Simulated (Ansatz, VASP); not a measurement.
# ZnSe in VASP and in Ansatz

```xyz
2
Lattice="0.0000 2.7760 2.7760 2.7760 0.0000 2.7760 2.7760 2.7760 0.0000" Properties=species:S:1:pos:R:3 pbc="T T T"
Se    4.1639    4.1639    4.1639
Zn    0.0000    0.0000    0.0000
```

Alike in both runs: task single point; functional b88 exchange, pbe correlation; k mesh 8 × 8 × 8; occupations fermi-dirac, width 0.05 eV; no spin polarisation.

```csv
,VASP,Ansatz
version,VASP 6.6.1,Ansatz 0.2.0
potentials or method,"VASP PAW PBE potentials, release 64 (Se, Zn)",Ansatz PAW
plane-wave cutoff (eV),500,420
valence electrons in the cell,18,28
```

VASP gave:

```
gap on the k mesh at the Fermi level (eV) : 1.54
least direct gap on the mesh (eV)         : 1.54
pressure (GPa)                            : 6.9
```

Question: Estimate Ansatz's values.

Answer: gap on the k mesh at the Fermi level (eV): 1.53; least direct gap on the mesh (eV): 1.53; pressure (GPa): 6.6.

VASP's potentials were made for PBE, not for b88 exchange, pbe correlation. The functional is the same, so the differences come from potentials, cutoffs and numerics. VASP's potentials hold 18 valence electrons a cell and Ansatz's 28, so a difference there can come from the potentials and not from the codes.
